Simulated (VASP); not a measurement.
Runs of VASP 6.6.1 on Sn. The structure is that of space group I4_1/amd (No. 141), or close to it. The cells are those of the table. 

| task | cell | cutoff (eV) | gap on the mesh (eV) | pressure (GPa) |
| --- | --- | --- | --- | --- |
| single point | a = 4.434 Å, angles 97.4, 97.4, 137.8°, 2 atoms | 520 | none | (a) |
| electric field gradients | a = 4.497 Å, angles 97.2, 97.2, 138.6°, 2 atoms | 400 | none | 0.4 |
| single point | a = 4.390 Å, angles 97.4, 97.4, 137.8°, 2 atoms | 520 | none | 3.9 |
| electric field gradients | a = 4.381 Å, angles 97.6, 97.6, 137.4°, 2 atoms | 400 | none | 3.9 |
| electric field gradients | a = 4.437 Å, angles 97.8, 97.8, 136.7°, 2 atoms | 400 | none | 1.0 |
| single point | a = 4.449 Å, angles 97.4, 97.4, 137.8°, 2 atoms | 520 | none | 1.5 |

Alike in all rows: level PBE; potentials or basis VASP PAW PBE potentials, release 64 (Sn_d); no spin polarisation; k mesh 15 × 15 × 15; smearing fermi-dirac 0.05 eV.

Problem. Estimate the missing entries.

Solution. (a) 2.0.

Caveats: spin-orbit coupling is left out, which moves the levels of the heavy elements; the cell stands under pressure (at least some runs).

A k mesh can miss the band edges, and the runs leave out spin-orbit coupling on Sn.

A gap of «none» marks levels without a gap at the run's occupations.
